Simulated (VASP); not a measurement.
Gd:

```xyz
1
Lattice="-2.0647 2.0647 2.0647 2.0647 -2.0647 2.0647 2.0647 2.0647 -2.0647" Properties=species:S:1:pos:R:3 pbc="T T T"
Gd    0.0000    0.0000    0.0000
```

Base run:

```yaml
Program: VASP 6.6.1
Functional: PBE
Potentials_or_basis: VASP PAW PBE potentials, release 64 (Gd)
Cutoff: 520 eV
k_mesh: 9 × 9 × 9
Occupations: fermi-dirac, width 0.05 eV
Spin: collinear spin, ferromagnetic start
Starting_moments: "[7.0] μB"
```

Its results: pressure -1.9 GPa; net moment 7.63 μB per cell; site moments Gd +6.99 μB.

Task: The run is repeated on the same cell with these changes: functional from PBE to PBEsol. What comes out?

Result: Pressure -4.5 GPa; net moment 7.63 μB per cell; site moments Gd +7.00 μB.

PBEsol binds more tightly than PBE, so the same cell stands under less pressure.

Caveats: the PAW data sets were made with another functional, which shifts forces and pressure a little (some runs).
